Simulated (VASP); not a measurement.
A run of VASP 6.6.1 is set up as follows.

Contents of INCAR:

```
SYSTEM = Pb
PREC = Accurate
ENCUT = 520
EDIFF = 1E-7
ISMEAR = -1
SIGMA = 0.1
LREAL = .False.
LASPH = .True.
NELM = 80
ALGO = Normal
ISIF = 2
LWAVE = .False.
LCHARG = .False.
GGA = RE
NBANDS = 28
```

Contents of KPOINTS:

```
regular mesh
0
Gamma
  7 7 10
  0 0 0
```

POSCAR

```
Pb
1.0
    5.6747843590      0.0000000000      0.0000000000
   -2.8373921795      4.9145074159      0.0000000000
    0.0000000000      0.0000000000      3.4253965376
Pb
3
Direct
    0.0000000000      0.0000000000      0.0000000000
    0.3333333333      0.6666666667      0.5000000000
    0.6666666667      0.3333333333      0.5000000000
```

Potentials or basis: VASP PAW PBE potentials, release 64 (Pb_d).

The run is started by

```bash
$ cat potpaw_PBE.64/Pb_d/POTCAR > POTCAR
$ mpirun -np 1 vasp_std > vasp.out
```

(1) What does it give for the pressure?

(2) What does it give for the band gap on the k mesh?

Answers

(1) 1.6 GPa.

(2) zero (band 21 reaches 8.70 eV, above the bottom of band 22 at 4.91 eV).

Caveat: the PAW data sets were made with another functional, which shifts forces and pressure a little; spin-orbit coupling is left out, which moves the levels of the heavy elements.
